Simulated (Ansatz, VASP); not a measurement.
Sn4Se3S in VASP and in Ansatz

```
CELL_PARAMETERS angstrom
4.24623 0.00000 0.00000
0.00000 6.01417 0.00000
0.00000 0.00000 8.49632
ATOMIC_POSITIONS crystal
Sn 0.00000 0.00000 0.00000
Sn 0.50000 0.50000 0.24176
Sn 0.00000 0.00000 0.50000
Sn 0.50000 0.50000 0.75824
Se 0.50000 0.00000 0.24919
Se 0.00000 0.50000 0.50000
Se 0.50000 0.00000 0.75081
S 0.00000 0.50000 0.00000
```

Alike in both runs: task single point; functional r2SCAN; k mesh 8 × 6 × 4; occupations gaussian, width 0.02 eV; no spin polarisation.

|  | VASP | Ansatz |
| --- | --- | --- |
| version | VASP 6.6.1 | Ansatz 0.2.0 |
| potentials or method | VASP PAW PBE potentials, release 64 (Sn_d, Se, S), cutoff 520 eV | scalar-relativistic, plane waves, PAW |
| valence electrons in the cell | 80 | 110 |

```tsv
	VASP	Ansatz	Ansatz less VASP
gap on the k mesh at the Fermi level (eV)	0.29	0.29	-0.001
least direct gap on the mesh (eV)	0.30	0.30	+0.001
pressure (GPa)	-1.1	-1.1	0.00
rms of the force components (eV/Å)	0.004	0.004	-0.0001
```

VASP's potentials were made for PBE, not for r2SCAN. Atom by atom the forces differ by 0.000 eV/Å (rms over components). VASP's potentials hold 80 valence electrons a cell and Ansatz's 110, so a difference there can come from the potentials and not from the codes.
